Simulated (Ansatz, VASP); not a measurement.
**One calculation of Sb, two programs**

```
Sb
1.0
     3.07588   -0.03160    0.03160
    -0.03160    3.07588    0.03160
     0.03160    0.03160    3.07588
Sb
1
Direct
  0.00000 0.00000 0.00000
```

Alike in both runs: task single point; functional PBE; k mesh 12 × 12 × 12; occupations gaussian, width 0.1 eV; no spin polarisation.

|  | VASP | Ansatz |
| --- | --- | --- |
| version | VASP 6.6.1 | Ansatz 0.2.0 |
| potentials or method | VASP PAW PBE potentials, release 64 (Sb), cutoff 520 eV | scalar-relativistic, plane waves, PAW |
| valence electrons in the cell | 5 | 15 |

|  | VASP | Ansatz | Ansatz less VASP |
| --- | --- | --- | --- |
| gap on the k mesh at the Fermi level (eV) | none | none | - |
| pressure (GPa) | 1.9 | 1.9 | +0.01 |
| traceless stress, the component that is largest in VASP (GPa) | 0.24 | 0.25 | +0.002 |

A gap of «none» marks a metal or a gap that the smearing closes. With one functional, cell and mesh, what is left measures potentials, basis and numerics. VASP's potentials hold 5 valence electrons a cell and Ansatz's 15, so a difference there can come from the potentials and not from the codes.

Neither program's run includes spin-orbit coupling.
